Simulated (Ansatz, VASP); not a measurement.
# MnHg: VASP beside Ansatz

```
CELL_PARAMETERS angstrom
0.00000 3.31500 3.31500
3.31500 0.00000 0.00000
0.00000 3.31500 -3.31500
ATOMIC_POSITIONS crystal
Mn 0.50000 0.50000 0.00000
Mn 0.00000 0.50000 0.50000
Hg 0.00000 0.00000 0.00000
Hg 0.50000 0.00000 0.50000
```

Alike in both runs: task single point; functional PBE; k mesh 7 × 9 × 7; occupations fermi-dirac, width 0.05 eV; collinear spin.

```csv
,VASP,Ansatz
version,VASP 6.6.1,Ansatz 0.2.0
potentials or method,"VASP PAW PBE potentials, release 64 (Mn_pv, Hg)","PAW with Ansatz's default frozen-core files, scalar-relativistic"
plane-wave cutoff (eV),520,420
valence electrons in the cell,50,70
```

|  | VASP | Ansatz | Ansatz less VASP |
| --- | --- | --- | --- |
| pressure (GPa) | 1.6 | 1.2 | -0.47 |
| traceless stress, the component that is largest in VASP (GPa) | -0.54 | -0.54 | +0.002 |
| net moment per atom (μB) | 0.00 | 0.00 | 0.000 |
| size of the moment on the site where the two differ most (μB) | 3.84 | 3.90 | +0.058 |

Site moments also hang on the region over which each program counts them. The functional is the same, so the differences come from potentials, cutoffs and numerics. VASP's potentials hold 50 valence electrons a cell and Ansatz's 70, so a difference there can come from the potentials and not from the codes.

Spin-orbit coupling is off throughout.
